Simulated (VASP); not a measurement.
Input of a VASP 6.6.1 run:

INCAR

```
ALGO     = Normal         # electronic algorithm
EDIFF    = 1E-6           # SCF threshold, eV
ENCUT    = 520            # plane-wave cutoff, eV
GGA      = PE             # functional
ISIF     = 2              # what is computed and relaxed
ISMEAR   = 0              # smearing method
LASPH    = T              # aspherical terms in the spheres
LCHARG   = F              # write CHGCAR
LREAL    = F              # projectors in reciprocal space
LWAVE    = F              # write WAVECAR
NBANDS   = 54             # bands
NELM     = 60             # most SCF steps
PREC     = Accurate       # precision mode
SIGMA    = 0.01           # smearing width, eV
```

KPOINTS

```
k-points
0
Gamma
  4 4 4
```

File POSCAR:

```
Cs2AgBiBr6
1.0
    0.0000000000      5.6794121473      5.6794121473
    5.6794121473      0.0000000000      5.6794121473
    5.6794121473      5.6794121473      0.0000000000
Cs Ag Bi Br
2 1 1 6
Direct
    0.2500000000      0.2500000000      0.2500000000
    0.7500000000      0.7500000000      0.7500000000
    0.0000000000      0.0000000000      0.0000000000
    0.5000000000      0.5000000000      0.5000000000
    0.2486135607      0.7513864393      0.7513864393
    0.2486135607      0.7513864393      0.2486135607
    0.7513864393      0.2486135607      0.7513864393
    0.7513864393      0.2486135607      0.2486135607
    0.7513864393      0.7513864393      0.2486135607
    0.2486135607      0.2486135607      0.7513864393
```

Potentials or basis: VASP PAW PBE potentials, release 64 (Cs_sv, Ag, Bi_d, Br).

The run is started by

```console
$ cat potpaw_PBE.64/Cs_sv/POTCAR potpaw_PBE.64/Ag/POTCAR potpaw_PBE.64/Bi_d/POTCAR potpaw_PBE.64/Br/POTCAR > POTCAR
$ mpirun -np 1 vasp_std > vasp.out
```

**Question.** Predict the band gap on the k mesh.

**Answer.** 1.29 eV (least direct gap 2.44 eV).

**Question.** Predict the largest force.

**Answer.** 0.094 eV/Å.

**Question.** Predict the pressure.

**Answer.** 0.8 GPa.

Forces on the atoms (eV/Å):
```
Cs   0.000  0.000  0.000
Cs   0.000  0.000  0.000
Ag   0.000  0.000  0.000
Bi   0.000  0.000  0.000
Br   0.094  0.000  0.000
Br   0.000 -0.094  0.000
Br   0.000  0.094  0.000
Br  -0.094  0.000  0.000
Br   0.000  0.000  0.094
Br   0.000  0.000 -0.094
```

Caveat: spin-orbit coupling is left out, which moves the levels of the heavy elements. A k mesh can miss the band edges.
